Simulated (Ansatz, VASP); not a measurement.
Cd5Te2Se3: VASP beside Ansatz

```
CELL_PARAMETERS angstrom
-2.24808 2.24808 15.86027
2.24808 -2.24808 15.86027
2.24808 2.24808 -15.86027
ATOMIC_POSITIONS crystal
Cd 0.70263 0.70263 0.00000
Cd 0.29737 0.29737 0.00000
Cd 0.90584 0.90584 0.00000
Cd 0.50000 0.50000 0.00000
Cd 0.09416 0.09416 0.00000
Te 0.85161 0.35161 0.50000
Te 0.64839 0.14839 0.50000
Se 0.25000 0.75000 0.50000
Se 0.45301 0.95301 0.50000
Se 0.04699 0.54699 0.50000
```

Alike in both runs: functional PBE; k mesh 6 × 6 × 6; occupations gaussian, width 0.1 eV; no spin polarisation.

Ansatz relaxed the structure, and its values are those at the end. VASP's run is a single point on that final structure, the one shown.

```csv
,VASP,Ansatz
version,VASP 6.6.1,Ansatz 0.2.0
potentials or method,"VASP PAW PBE potentials, release 64 (Cd, Te, Se), cutoff 520 eV","scalar-relativistic, plane waves, PAW"
valence electrons in the cell,90,180
```

Ansatz gave:

| Item | Value |
| --- | --- |
| gap on the k mesh at the Fermi level (eV) | 0.40 |
| least direct gap on the mesh (eV) | 0.40 |
| pressure (GPa) | 0.2 |
| rms of the force components (eV/Å) | 0.003 |

Task: What did VASP give for the same quantities?

Result: gap on the k mesh at the Fermi level (eV): 0.40; least direct gap on the mesh (eV): 0.40; pressure (GPa): 0.4; rms of the force components (eV/Å): 0.005.

With one functional, cell and mesh, what is left measures potentials, basis and numerics. VASP's potentials hold 90 valence electrons a cell and Ansatz's 180, so a difference there can come from the potentials and not from the codes.

Spin-orbit coupling is off throughout.
